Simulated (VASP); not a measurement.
# Tl (Im-3m) in VASP: single point with LDA

Aim: the single point of Tl with LDA.

Program: VASP 6.6.1. These are calculated values, not measurements. Logs are shortened: lines on timing, memory, paths and dates and some standing lists are left out, and cuts for length are marked.

## Step 1: The cell of the first run

Symmetry: Im-3m, No. 229, cubic system. Conventional cell: a = 3.769 Å, b = 3.769 Å, c = 3.769 Å, α = 90.00°, β = 90.00°, γ = 90.00°. Tl (site symmetry m-3m) has 14 Tl at 3.26 to 3.77 Å within 4.3 Å.

This isn't the form of Tl at room conditions, which is hcp.

## Step 2: Single point, LDA, non-collinear spin, zero start, spin-orbit coupling

INCAR reads:

```
SYSTEM = Tl
PREC     = Accurate       ! precision mode
ENCUT    = 520            ! plane-wave cutoff, eV
EDIFF    = 1E-6           ! SCF threshold, eV
ISMEAR   = -1             ! smearing method
SIGMA    = 0.05           ! smearing width, eV
LREAL    = .False.        ! projectors in reciprocal space
LASPH    = .True.         ! aspherical terms in the spheres
NELM     = 150            ! most SCF steps
ALGO     = Normal         ! electronic algorithm
ISIF     = 2              ! what is computed and relaxed
LWAVE    = .False.        ! write WAVECAR
LCHARG   = .False.        ! write CHGCAR
MAGMOM   = 0 0 0          ! initial moments
LORBIT   = 11             ! projections on sites
LSORBIT  = .True.         ! spin-orbit coupling
GGA_COMPAT= .False.      
LORBMOM  = .True.       
NBANDS   = 24             ! bands
```

KPOINTS reads:

```
regular mesh
0
Gamma
  15 15 15
  0 0 0
```

POSCAR reads:

```
Tl
1.0
   -1.8846411221      1.8846411221      1.8846411221
    1.8846411221     -1.8846411221      1.8846411221
    1.8846411221      1.8846411221     -1.8846411221
Tl
1
Direct
    0.0000000000      0.0000000000      0.0000000000
```

Potentials or basis: VASP PAW LDA potentials, release 64 (Tl_d).

The run is started by

```bash
$ cat potpaw_LDA.64/Tl_d/POTCAR > POTCAR
$ mpirun -np 1 vasp_ncl > vasp.out
```

OUTCAR:

```text
SYSTEM = Tl
   PREC = Accurate
   ENCUT = 520
   EDIFF = 1E-6
   ISMEAR = -1
   LREAL = .False.
   LASPH = .True.
   NELM = 150
   ISIF = 2
   LORBIT = 11
   LSORBIT = .True.

 ion  position               nearest neighbor table
   1  0.000  0.000  0.000-

  LATTYP: Found a body centered cubic cell.
 ALAT       =     3.7692822442

  Lattice vectors:

 A1 = (  -1.8846411221,   1.8846411221,   1.8846411221)
 A2 = (   1.8846411221,  -1.8846411221,   1.8846411221)
 A3 = (   1.8846411221,   1.8846411221,  -1.8846411221)

Analysis of symmetry for initial positions (statically):
=====================================================================
 Subroutine PRICEL returns:
 Original cell was already a primitive cell.

 Routine SETGRP: Setting up the symmetry group for a
 body centered cubic supercell.

 Subroutine GETGRP returns: Found 48 space group operations
 (whereof 48 operations were pure point group operations)
 out of a pool of 48 trial point group operations.

The static configuration has the point symmetry O_h .

Analysis of symmetry for dynamics (positions and initial velocities):
=====================================================================
 Subroutine PRICEL returns:
 Original cell was already a primitive cell.

 Routine SETGRP: Setting up the symmetry group for a
 body centered cubic supercell.

 Subroutine GETGRP returns: Found 48 space group operations
 (whereof 48 operations were pure point group operations)
 out of a pool of 48 trial point group operations.

The dynamic configuration has the point symmetry O_h .

Analysis of structural, dynamic, and magnetic symmetry:
=====================================================================
 Subroutine PRICEL returns:
 Original cell was already a primitive cell.

 Routine SETGRP: Setting up the symmetry group for a
 body centered cubic supercell.

 Subroutine GETGRP returns: Found 48 space group operations
 (whereof 48 operations were pure point group operations)
 out of a pool of 48 trial point group operations.

The overall configuration has the point symmetry O_h .

 Subroutine INISYM returns: Found 48 space group operations
 (whereof 48 operations are pure point group operations),
 and found     1 'primitive' translations

----------------------------------------------------------------------------------------

                                     Primitive cell

  volume of cell :      26.7760

  direct lattice vectors                    reciprocal lattice vectors
    -1.884641122  1.884641122  1.884641122     0.000000000  0.265302499  0.265302499
     1.884641122 -1.884641122  1.884641122     0.265302499  0.000000000  0.265302499
     1.884641122  1.884641122 -1.884641122     0.265302499  0.265302499  0.000000000

  length of vectors
     3.264294178  3.264294178  3.264294178     0.375194393  0.375194393  0.375194393

  position of ions in fractional coordinates (direct lattice)
     0.000000000  0.000000000  0.000000000

  ion indices of the primitive-cell ions
   primitive index   ion index
                 1           1

----------------------------------------------------------------------------------------

 KPOINTS: regular mesh

Automatic generation of k-mesh.
 Grid dimensions read from file:
 generate k-points for:   15   15   15

 Generating k-lattice:

  Cartesian coordinates                     Fractional coordinates (reciprocal lattice)
     0.000000000  0.017686833  0.017686833     0.066666667  0.000000000  0.000000000
     0.017686833  0.000000000  0.017686833     0.000000000  0.066666667  0.000000000
     0.017686833  0.017686833  0.000000000     0.000000000  0.000000000  0.066666667

  Length of vectors
     0.025012960  0.025012960  0.025012960

  Shift w.r.t. Gamma in fractional coordinates (k-lattice)
     0.000000000  0.000000000  0.000000000

 Subroutine IBZKPT returns following result:
 ===========================================

 Found    120 irreducible k-points:

 Following reciprocal coordinates:
            Coordinates               Weight
  0.000000  0.000000  0.000000      1.000000
  0.066667  0.000000  0.000000     12.000000
  0.133333  0.000000  0.000000     12.000000
  0.200000  0.000000  0.000000     12.000000
  0.266667  0.000000  0.000000     12.000000
  0.333333  0.000000  0.000000     12.000000
[... 16 lines left out ...]
  0.333333  0.200000  0.000000     48.000000
  0.400000  0.200000  0.000000     24.000000
 [... further k-points ...]
   k-points           NKPTS =    120   k-points in BZ     NKDIM =    120   number of bands    NBANDS=     24
   number of dos      NEDOS =    301   number of ions     NIONS =      1
   total plane-waves  NPLWV =  13824
   dimension x,y,z NGX =    24 NGY =   24 NGZ =   24
   dimension x,y,z NGXF=    48 NGYF=   48 NGZF=   48
   ions per type =               1
   NGX,Y,Z   is equivalent  to a cutoff of  12.22, 12.22, 12.22 a.u.
   NGXF,Y,Z  is equivalent  to a cutoff of  24.45, 24.45, 24.45 a.u.
 SYSTEM =  Tl
   PREC   = accura    normal or accurate (medium, high low for compatibility)
   ISTART =      0    job   : 0-new  1-cont  2-samecut
   ICHARG =      2    charge: 1-file 2-atom 10-const
   ISPIN  =      1    spin polarized calculation?
   LNONCOLLINEAR =      T non collinear calculations
   LSORBIT =      T    spin-orbit coupling
   LASPH  =      T    aspherical Exc in radial PAW
   ENCUT  =  520.0 eV  38.22 Ry    6.18 a.u.   6.07  6.07  6.07*2*pi/ulx,y,z
   NELM   =    150;   NELMIN=  2; NELMDL= -5     # of ELM steps
   EDIFF  = 0.1E-05   stopping-criterion for ELM
   LREAL  =      F    real-space projection
   EDIFFG = 0.1E-04   stopping-criterion for IOM
   NSW    =      0    number of steps for IOM
   IBRION =     -1    ionic relax: 0-MD 1-quasi-New 2-CG
   NFREE  =      0    steps in history (QN), initial steepest desc. (CG)
   ISIF   =      2    stress and relaxation
   ISYM   =      2    0-nonsym 1-usesym 2-fastsym
   POTIM  = 0.5000    time-step for ionic-motion
   TEBEG  =    0.0;   TEEND  =   0.0 temperature during run
   PSTRESS=    0.0 pullay stress
   NELECT =      13.0000    total number of electrons
   NUPDOWN=      -1.0000    fix difference up-down
   EMIN   =  10.00;   EMAX   =-10.00  energy-range for DOS
   EFERMI =   0.00;   METHOD = LEGACY
   ISMEAR =    -1;   SIGMA  =   0.05  broadening in eV -4-tet -1-fermi 0-gaus
   EFERMI_NEDOS =   21; number of points for ismear=-14 and -15
   IALGO  =     38    algorithm
   IMIX   =      4    mixing-type and parameters
     AMIX     =   0.40;   BMIX     =  1.00
     AMIX_MAG =   1.60;   BMIX_MAG =  1.00
  volume/ion in A,a.u.               =      26.78       180.69
  Fermi-wavevector in a.u.,A,eV,Ry     =   1.286690  2.431492 22.525416  1.655571
  Thomas-Fermi vector in A             =   2.418749
   LORBIT       =     11    0 simple, 1 ext, 2 COOP (PROOUT), +10 PAW based schemes
   GGA     = CA    functional components
   LHFCALC =     F    Hartree Fock is set to
   AEXX    =    0.0000 exact exchange contribution
   IVDW    =     0    specifies the selected vdW correction
   LEPSILON=     F    determine dielectric tensor
   LRPA    =     F    only Hartree local field effects (RPA)
  energy-cutoff  :      520.00
  volume of cell :       26.78
 maximum number of plane-waves:      1470
   NGX = 13   NGY = 13   NGZ = 13

 number of electron      13.0000000 magnetization       0.0000000      0.0000000      0.0000000

 number of electron      12.9999994 magnetization       0.0000000     -0.0000000     -0.0000000

 number of electron      12.9999994 magnetization      -0.0000000      0.0000000      0.0000000

 Free energy of the ion-electron system (eV)
  ---------------------------------------------------
  ext. energy  EPLUGINS =         0.00000000
  ---------------------------------------------------
  free energy    TOTEN  =        -3.24203106 eV

  energy without entropy =       -3.23766468  energy(sigma->0) =       -3.23984787

 E-fermi :   6.9182     XC(G=0): -10.8311

 val. band max:        6.8983295495   @ k =   0.3333   0.0667  -0.0000
 cond. band min:       6.9354313813   @ k =   0.2000   0.2000   0.1333
 fundamental gap:      0.0371018318
 Fermi energy:         6.9181922653

 k-point     1 :       0.0000    0.0000    0.0000
  band No.  band energies     occupation
      1      -5.8393      1.00000
      2      -5.8393      1.00000
      3      -5.8393      1.00000
      4      -5.8393      1.00000
      5      -3.8794      1.00000
      6      -3.8794      1.00000
[... 16 lines left out ...]
     23      19.5532      0.00000
     24      19.5532      0.00000

 k-point     2 :       0.0667    0.0000    0.0000
  band No.  band energies     occupation
      1      -5.8383      1.00000
      2      -5.8383      1.00000
      3      -5.8302      1.00000
      4      -5.8302      1.00000
      5      -3.8692      1.00000
      6      -3.8692      1.00000
[... 16 lines left out ...]
     23      19.5933      0.00000
     24      19.5933      0.00000

 k-point     3 :       0.1333    0.0000    0.0000
  band No.  band energies     occupation
      1      -5.8364      1.00000
      2      -5.8364      1.00000
      3      -5.8076      1.00000
      4      -5.8076      1.00000
      5      -3.8433      1.00000
      6      -3.8433      1.00000
[... 16 lines left out ...]
     23      19.8712      0.00000
     24      19.8712      0.00000
[... 514 lines left out ...]
 k-point    23 :       0.3333    0.2000    0.0000
  band No.  band energies     occupation
      1      -5.8245      1.00000
      2      -5.8245      1.00000
      3      -5.7272      1.00000
      4      -5.7272      1.00000
      5      -3.7595      1.00000
      6      -3.7595      1.00000
[... 16 lines left out ...]
     23      23.0528      0.00000
     24      23.0528      0.00000

 k-point    24 :       0.4000    0.2000    0.0000
  band No.  band energies     occupation
      1      -5.8250      1.00000
      2      -5.8250      1.00000
      3      -5.7251      1.00000
      4      -5.7251      1.00000
      5      -3.7626      1.00000
      6      -3.7626      1.00000
[... 16 lines left out ...]
     23      22.6088      0.00000
     24      22.6088      0.00000

 [... further k-points ...]

------------------------ aborting loop because EDIFF is reached ----------------------------------------

  FORCE on cell =-STRESS in cart. coord.  units (eV):
  Direction    XX          YY          ZZ          XY          YZ          ZX
  --------------------------------------------------------------------------------------
  -------------------------------------------------------------------------------------
  Total        0.0630310      0.0630310      0.0630310     -0.0000000     -0.0000000     -0.0000000
  in kB        3.7715387      3.7715387      3.7715387     -0.0000000     -0.0000000     -0.0000000
  external PRESSURE =       3.7715387 kB  Pullay stress =       0.0000000 kB

 VOLUME and BASIS-vectors are now :
 -----------------------------------------------------------------------------
  energy-cutoff  :      520.00
  volume of cell :       26.78
      direct lattice vectors                 reciprocal lattice vectors
    -1.884641122  1.884641122  1.884641122     0.000000000  0.265302499  0.265302499
     1.884641122 -1.884641122  1.884641122     0.265302499  0.000000000  0.265302499
     1.884641122  1.884641122 -1.884641122     0.265302499  0.265302499  0.000000000

 POSITION                                       TOTAL-FORCE (eV/Angst)
 -----------------------------------------------------------------------------------
      0.00000      0.00000      0.00000         0.000000     -0.000000      0.000000
 -----------------------------------------------------------------------------------
    total drift:                                0.000000      0.000000      0.000000

  FREE ENERGIE OF THE ION-ELECTRON SYSTEM (eV)
  ---------------------------------------------------
  free  energy   TOTEN  =        -3.2420310622 eV

  energy  without entropy=       -3.2376646846  energy(sigma->0) =       -3.23984787

 orbital moment (x)

 # of ion     p       d       tot
 ----------------------------------------
  1         0.000   0.000   0.000
 ----------------------------------------
            0.000   0.000   0.000

 orbital moment (y)

 # of ion     p       d       tot
 ----------------------------------------
  1        -0.000  -0.000  -0.000
 ----------------------------------------
           -0.000  -0.000  -0.000

 orbital moment (z)

 # of ion     p       d       tot
 ----------------------------------------
  1         0.000  -0.000  -0.000
 ----------------------------------------
            0.000  -0.000  -0.000

 Spin-Orbit-Coupling matrix elements

 Ion:    1  E_soc:     -0.6516574
 l=   1
     0.0000000    -0.0583932    -0.0583932
    -0.0583932     0.0000000    -0.0583932
    -0.0583932    -0.0583932     0.0000000
 l=   2
     0.0000000    -0.0097355     0.0000000    -0.0097355    -0.0404809
    -0.0097355     0.0000000    -0.0303606    -0.0097355    -0.0101202
     0.0000000    -0.0303606     0.0000000    -0.0303606     0.0000000
    -0.0097355    -0.0097355    -0.0303606     0.0000000    -0.0101202
    -0.0404809    -0.0101202     0.0000000    -0.0101202     0.0000000
 l=   3
     0.0000000     0.0000000     0.0000000     0.0000000     0.0000000     0.0000000     0.0000000
     0.0000000     0.0000000     0.0000000     0.0000000     0.0000000     0.0000000     0.0000000
     0.0000000     0.0000000     0.0000000     0.0000000     0.0000000     0.0000000     0.0000000
     0.0000000     0.0000000     0.0000000     0.0000000     0.0000000     0.0000000     0.0000000
     0.0000000     0.0000000     0.0000000     0.0000000     0.0000000     0.0000000     0.0000000
     0.0000000     0.0000000     0.0000000     0.0000000     0.0000000     0.0000000     0.0000000
     0.0000000     0.0000000     0.0000000     0.0000000     0.0000000     0.0000000     0.0000000

 total charge

# of ion       s       p       d       tot
------------------------------------------
    1        1.176   0.439   9.635  11.250

 magnetization (x)

# of ion       s       p       d       tot
------------------------------------------
    1        0.000   0.000   0.000   0.000

 magnetization (y)

# of ion       s       p       d       tot
------------------------------------------
    1        0.000  -0.000   0.000   0.000

 magnetization (z)

# of ion       s       p       d       tot
------------------------------------------
    1       -0.000   0.000  -0.000  -0.000
```

Run time: 73 s. Hardware: 1 thread of Intel Xeon Platinum 8488C (Sapphire Rapids), shared host; peak memory 0.24 GiB.

What came out:

| Property | Result |
| --- | --- |
| Free energy | -3.2420 eV |
| Pressure | 0.4 GPa |
| Net moment | 0.00 μB per cell |
| Valence electrons inside the program's atomic spheres | Tl 11.25 |

Moments on the atoms (μB; x, y, z):
```
Tl  0.00 0.00 0.00
```
